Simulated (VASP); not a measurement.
# Cr: single point with PBEsol

Crystal: Cr.

```
Cr
1.0
    -1.66461    1.66461    1.08200
     1.66461   -1.66461    1.08200
     1.66461    1.66461   -1.08200
Cr
1
Direct
  0.00000 0.00000 0.00000
```

This cell differs from its parent crystal: ratio of the length along z to the lengths across it x 0.65, volume and fractional coordinates fixed.

```yaml
Program: VASP 6.6.1
Task: single point
Functional: PBEsol
Potentials_or_basis: VASP PAW PBE potentials, release 64 (Cr_pv)
Cutoff: 520 eV
k_mesh: 26 × 26 × 26
Occupations: gaussian, width 0.15 eV
Spin: no spin polarisation
```

```
Pressure               : 0.9 GPa
Band gap on the k mesh : zero (band 6 reaches 13.03 eV, above the bottom of band 7 at 9.29 eV)
```

Stress tensor (GPa, compression positive):
```
-16.87   0.00   0.00
  0.00 -16.87   0.00
  0.00   0.00  36.34
```

Levels at points of the mesh, in eV from the Fermi level:
| k point | band 3 | band 4 | band 5 | band 6 | band 7 | band 8 | band 9 | band 10 |
| --- | --- | --- | --- | --- | --- | --- | --- | --- |
| (0.00, 0.00, 0.00) | -41.97 | -7.83 | -2.83 | -2.22 | 1.47 | 1.47 | 1.59 | 7.22 |
| (0.50, 0.00, 0.00) | -42.85 | -4.37 | -3.39 | 0.62 | 1.84 | 3.15 | 3.40 | 7.22 |
| (0.50, 0.50, 0.00) | -42.04 | -4.33 | -2.05 | -1.29 | 0.14 | 1.16 | 2.86 | 6.80 |
| (0.50, 0.50, 0.50) | -42.11 | -4.72 | -4.03 | 2.50 | 2.72 | 2.72 | 5.45 | 5.45 |

Run time: 2.3 min on 1 thread of Intel(R) Xeon(R) Platinum 8488C (Sapphire Rapids) (shared host), peak memory 0.29 GiB.

Caveat: the PAW data sets were made with another functional, which shifts forces and pressure a little; the run has no spin polarisation, though such a crystal can be magnetic. Spin polarisation is off, so any magnetic state and its effect on volume and gap are missing.
